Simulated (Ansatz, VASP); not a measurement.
## Cu: VASP beside Ansatz

```
CELL_PARAMETERS angstrom
2.45574 0.00000 0.00000
0.00000 2.45574 0.00000
0.00000 0.00000 2.45574
ATOMIC_POSITIONS crystal
Cu 0.00000 0.00000 0.00000
```

Alike in both runs: task single point; functional BLYP; k mesh 14 × 14 × 14; occupations fermi-dirac, width 0.1 eV; no spin polarisation.

```csv
,VASP,Ansatz
version,VASP 6.6.1,Ansatz 0.2.0
potentials or method,"VASP PAW PBE potentials, release 64 (Cu), cutoff 520 eV","plane waves (420 eV) with PAW, scalar-relativistic"
valence electrons in the cell,11,19
```

```tsv
	VASP	Ansatz	Ansatz less VASP
pressure (GPa)	0.4	0.0	-0.44
```

VASP's potentials were made for PBE, not for BLYP. With one functional, cell and mesh, what is left measures potentials, basis and numerics. VASP's potentials hold 11 valence electrons a cell and Ansatz's 19, so a difference there can come from the potentials and not from the codes.
